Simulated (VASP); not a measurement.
# CaSe: single point with LDA

CaSe:

```
Ca Se
1.0
     0.00000    2.95600    2.95600
     2.95600    0.00000    2.95600
     2.95600    2.95600    0.00000
Ca Se
1 1
Direct
  0.00000 0.00000 0.00000
  0.50000 0.50000 0.50000
```

- Program: VASP 6.6.1
- Task: single point
- Functional: LDA
- Potentials or basis: VASP PAW LDA potentials, release 64 (Ca_sv, Se)
- Cutoff: 520 eV
- k mesh: 8 × 8 × 8
- Occupations: gaussian, width 0.05 eV
- Spin: no spin polarisation
- Dipole correction: no
- Further INCAR settings: ALGO = Normal; EDIFF = 1e-07; NBANDS = 15

The pressure is -2.9 GPa. The band gap on the k mesh is 1.86 eV (least direct gap 2.80 eV).

Levels at points of the mesh, in eV from the valence-band top:
| k point | band 4 | band 5 | band 6 | band 7 | band 8 | band 9 | band 10 | band 11 | band 12 | band 13 |
| --- | --- | --- | --- | --- | --- | --- | --- | --- | --- | --- |
| (0.00, 0.00, 0.00) | -20.56 | -11.84 | 0.00 | 0.00 | 0.00 | 3.11 | 3.54 | 3.54 | 3.54 | 4.16 |
| (0.50, 0.00, 0.00) | -20.57 | -11.13 | -3.35 | -1.23 | -1.23 | 4.37 | 5.33 | 5.35 | 5.35 | 7.44 |
| (0.50, 0.50, 0.00) | -20.60 | -11.26 | -2.55 | -0.94 | -0.94 | 1.86 | 4.85 | 4.93 | 5.90 | 5.90 |

Run time: 29 s on 1 thread of Intel Xeon 8259CL, with other jobs on the host, peak memory 0.16 GiB.

A k mesh can miss the band edges.
